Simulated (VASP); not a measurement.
SnO: single point with PBEsol

Crystal: SnO.

```
Sn O
1.0
     0.00000    0.00000   -3.89416
    -3.31561    0.00000    0.00000
    -0.66312   11.41000    0.00000
Sn O
4 4
Direct
  0.47383 0.82662 0.86689
  0.47383 0.92662 0.36689
  0.97383 0.47338 0.13311
  0.97383 0.37338 0.63311
  0.27617 0.96146 0.19268
  0.27617 0.86146 0.69268
  0.77617 0.33854 0.80732
  0.77617 0.43854 0.30732
```

This cell differs from its parent crystal: the part above a cut slid along it.

- Program: VASP 6.6.1
- Task: single point
- Functional: PBEsol
- Potentials or basis: VASP PAW PBE potentials, release 64 (Sn_d, O)
- Cutoff: 520 eV
- k mesh: 7 × 8 × 3
- Occupations: gaussian, width 0.05 eV
- Spin: no spin polarisation
- Dipole correction: no
- Further INCAR settings: ALGO = Normal; EDIFF = 1e-06; NBANDS = 50

| Property | Result |
| --- | --- |
| Pressure | 0.3 GPa |
| Largest force | 0.089 eV/Å |
| Band gap on the k mesh | 1.22 eV (least direct gap 1.59 eV) |

Forces in eV/Å, atoms in the order of the input:
```
Sn  -0.055  0.051  0.038
Sn   0.008  0.086  0.022
Sn   0.055 -0.051  0.038
Sn  -0.008 -0.086  0.022
O    0.005 -0.048 -0.038
O    0.024 -0.019 -0.021
O   -0.005  0.048 -0.038
O   -0.024  0.019 -0.021
```

Stress tensor (GPa, compression positive):
```
0.30 0.13 0.00
0.13 0.40 0.00
0.00 0.00 0.30
```

Levels at points of the mesh, in eV from the valence-band top:
```
           k point  band 36  band 37  band 38  band 39  band 40  band 41  band 42  band 43  band 44  band 45
(0.00, 0.00, 0.00)    -2.78    -2.28    -1.90    -1.63     0.00     3.16     3.21     3.26     4.39     5.05
(0.00, 0.50, 0.00)    -2.82    -1.83    -1.23    -1.21    -0.45     1.62     2.06     2.33     2.60     5.76
```

Wall time 11 min on 1 thread of Oxide Virtual Turin-like Processor (shared host), peak memory 0.4 GiB.

Caveat: the cell differs from its parent crystal (the part above a cut slid along it); the PAW data sets were made with another functional, which shifts forces and pressure a little; spin-orbit coupling is left out, which moves the levels of the heavy elements. A k mesh can miss the band edges.
